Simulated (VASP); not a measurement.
Write the native input for VASP 6.6.1 that does the following.

```
Task                   : single point
Functional             : PBEsol
Potentials or basis    : VASP PAW PBE potentials, release 64 (O, H, S)
Cutoff                 : 520 eV
k mesh                 : 1 × 1 × 1
Occupations            : fermi-dirac, width 0.02 eV
Spin                   : no spin polarisation
Dipole correction      : no
Further INCAR settings : LREAL = Auto; ALGO = Normal; EDIFF = 1e-07; NBANDS = 44
```

The structure of H14SO6 lies in POSCAR:

```
H14SO6
1.0
    5.7689980000      0.0000000000      0.0000000000
    0.0000000000      5.7689980000      0.0000000000
    0.0000000000      0.0000000000      5.7689980000
O H S
6 14 1
Direct
    0.8392445274      0.9436994085      0.6933093061
    0.4729417483      0.5912291875      0.4440632498
    0.0124978376      0.4904664554      0.5991508404
    0.4975734088      0.1877622422      0.8251866269
    0.8153755644      0.8631308245      0.2404230336
    0.2645520071      0.1464205742      0.4383256850
    0.9093953577      0.9644135775      0.5315307788
    0.7442886962      0.8054084955      0.6963600958
    0.6096552642      0.6816088340      0.3843301731
    0.4702376392      0.4719017063      0.3365749130
    0.1504247358      0.5853876184      0.5530076453
    0.0409949873      0.3623679537      0.4963946945
    0.6571678479      0.1173167333      0.7643095040
    0.5146820990      0.3622292814      0.8211304632
    0.7602706744      0.9889412338      0.1371642008
    0.9502690069      0.8141448480      0.1544982335
    0.2977640138     -0.0159299761      0.4103658902
    0.3165194372      0.1547062419      0.6069338211
    0.3737910812      0.9616401323      0.9761660517
    0.1194141513      0.7931013323      0.8212691355
    0.2755417839      0.7439073475      0.9918360173
```

One way to write it, as run:

INCAR

```
SYSTEM = H14SO6
ALGO = Normal ; EDIFF = 1E-7
ENCUT = 520 ; GGA = PS
ISIF = 2 ; ISMEAR = -1
LASPH = .TRUE. ; LCHARG = .FALSE.
LREAL = Auto ; LWAVE = .FALSE.
NBANDS = 44 ; NELM = 100
PREC = Accurate ; SIGMA = 0.02
```

KPOINTS

```
k-points
0
G
  1 1 1
  0 0 0
```

Potentials or basis: VASP PAW PBE potentials, release 64 (O, H, S).

Launch:

```bash
$ cat potpaw_PBE.64/O/POTCAR potpaw_PBE.64/H/POTCAR potpaw_PBE.64/S/POTCAR > POTCAR
$ mpirun -np 1 vasp_gam > vasp.out
```

It gave:

The pressure is 1.7 GPa and the largest force is 3.270 eV/Å. The band gap on the k mesh is 4.03 eV.

Caveat: the k points lie up to 1.09 Å⁻¹ apart; the PAW data sets were made with another functional, which shifts forces and pressure a little.

It took 20 s on 1 thread of Intel(R) Xeon(R) Platinum 8488C (Sapphire Rapids), with other jobs on the host, peak memory 0.3 GiB.
